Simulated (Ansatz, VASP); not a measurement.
Si2Ni: VASP beside Ansatz

```
Si Ni
1.0
     0.00000    2.69054    2.69054
     2.69054    0.00000    2.69054
     2.69054    2.69054    0.00000
Si Ni
2 1
Direct
  0.25000 0.25000 0.25000
  0.75000 0.75000 0.75000
  0.00000 0.00000 0.00000
```

Alike in both runs: functional PBE; dispersion D3(BJ); k mesh 14 × 14 × 14; occupations gaussian, width 0.1 eV; no spin polarisation.

Ansatz relaxed the structure, and its values are those at the end. VASP's run is a single point on that final structure, the one shown.

|  | VASP | Ansatz |
| --- | --- | --- |
| version | VASP 6.6.1 | Ansatz 0.2.0 |
| potentials or method | VASP PAW PBE potentials, release 64 (Si, Ni), cutoff 520 eV | scalar-relativistic, plane waves, PAW |
| valence electrons in the cell | 18 | 26 |

|  | VASP | Ansatz | Ansatz less VASP |
| --- | --- | --- | --- |
| gap on the k mesh at the Fermi level (eV) | none | none | - |
| pressure (GPa) | 0.0 | 0.0 | +0.01 |

A gap of «none» marks a metal or a gap that the smearing closes. VASP's potentials hold 18 valence electrons a cell and Ansatz's 26, so a difference there can come from the potentials and not from the codes.
